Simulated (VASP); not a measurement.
Ge:

```
CELL_PARAMETERS angstrom
0.00000 2.13851 2.13851
2.13851 0.00000 2.13851
2.13851 2.13851 0.00000
ATOMIC_POSITIONS crystal
Ge 0.00000 0.00000 0.00000
```

Base run:

| Quantity | Value |
| --- | --- |
| Program | VASP 6.6.1 |
| Functional | PBE |
| Potentials or basis | VASP PAW PBE potentials, release 64 (Ge_d) |
| Cutoff | 520 eV |
| k mesh | 14 × 14 × 14 |
| Occupations | fermi-dirac, width 0.1 eV |
| Spin | no spin polarisation |

Its results: band gap on the k mesh zero (band 7 reaches 15.07 eV, above the bottom of band 8 at 4.19 eV); pressure 0.2 GPa.

Problem. After a change of settings the same cell gave: band gap on the k mesh zero (band 7 reaches 16.04 eV, above the bottom of band 8 at 4.07 eV); pressure -2.0 GPa. Which change was it?
A. k mesh from 14 × 14 × 14 to 7 × 7 × 7; further incar settings from ALGO = Normal; EDIFF = 1e-06; NBANDS = 13 to ALGO = Normal; EDIFF = 1e-07; NBANDS = 13
B. functional from PBE to HSE06; k mesh from 14 × 14 × 14 to 7 × 7 × 7
C. k mesh from 14 × 14 × 14 to 21 × 21 × 21; further incar settings from ALGO = Normal; EDIFF = 1e-06; NBANDS = 13 to ALGO = Normal; EDIFF = 1e-07; NBANDS = 13

Solution. B.

Caveats: some runs use coarse meshes; the PAW data sets were made with another functional, which shifts forces and pressure a little (some runs).
